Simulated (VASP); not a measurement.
# Mn3Si: single point with PBEsol+D3(BJ)

Mn3Si:

```
CELL_PARAMETERS angstrom
0.00000 2.93534 2.93534
2.93534 0.00000 2.93534
2.93534 2.93534 0.00000
ATOMIC_POSITIONS crystal
Mn 0.50000 0.50000 0.50000
Mn 0.25000 0.25000 0.25000
Mn 0.75000 0.75000 0.75000
Si 0.00000 0.00000 0.00000
```

| Property | Result |
| --- | --- |
| Program | VASP 6.6.1 |
| Task | single point |
| Functional | PBEsol |
| Dispersion | D3(BJ) |
| Potentials or basis | VASP PAW PBE potentials, release 64 (Mn_pv, Si) |
| Cutoff | 540 eV |
| k mesh | 8 × 8 × 8 |
| Occupations | methfessel-paxton, width 0.1 eV |
| Spin | collinear spin, ferromagnetic start |
| Starting moments | [2.8, 2.8, 2.8, 0.0] μB |

```
Pressure                                              : -29.8 GPa
Band gap on the k mesh                                : zero (filled and empty bands overlap)
Net moment                                            : 1.00 μB per cell
Site moments                                          : Mn +2.92, -1.02 (each value once); Si +0.06 μB
Valence electrons inside the program's atomic spheres : Mn 11.69, 11.79 (each value once); Si 1.56
Dispersion energy per atom                            : -0.333 eV
```

Levels at points of the mesh, in eV from the Fermi level:
Spin up:
```
           k point  band 20  band 21  band 22  band 23  band 24  band 25
(0.00, 0.00, 0.00)    -0.26     0.74     0.74     0.74     1.14     1.14
(0.50, 0.00, 0.00)    -0.44    -0.44    -0.38    -0.38     0.43     0.43
(0.50, 0.50, 0.00)    -1.26    -0.14    -0.14     0.00     0.73     0.73
```
Spin down:
```tsv
k point	band 18	band 19	band 20	band 21	band 22	band 23	band 24	band 25
(0.00, 0.00, 0.00)	-1.25	-0.07	-0.07	-0.07	0.47	0.47	1.73	1.73
(0.50, 0.00, 0.00)	-1.91	-1.26	-1.23	-1.23	0.79	0.79	1.38	1.59
(0.50, 0.50, 0.00)	-1.86	-0.94	-0.94	-0.38	0.43	0.66	0.77	0.84
```

Wall time 2.6 min on 4 MPI ranks on Intel(R) Xeon(R) Platinum 8259CL CPU @ 2.50GHz (Skylake/Cascade Lake), with other jobs on the host, peak memory 0.34 GiB a rank.

Caveat: three body term missing; the cell stands under tension; the PAW data sets were made with another functional, which shifts forces and pressure a little.
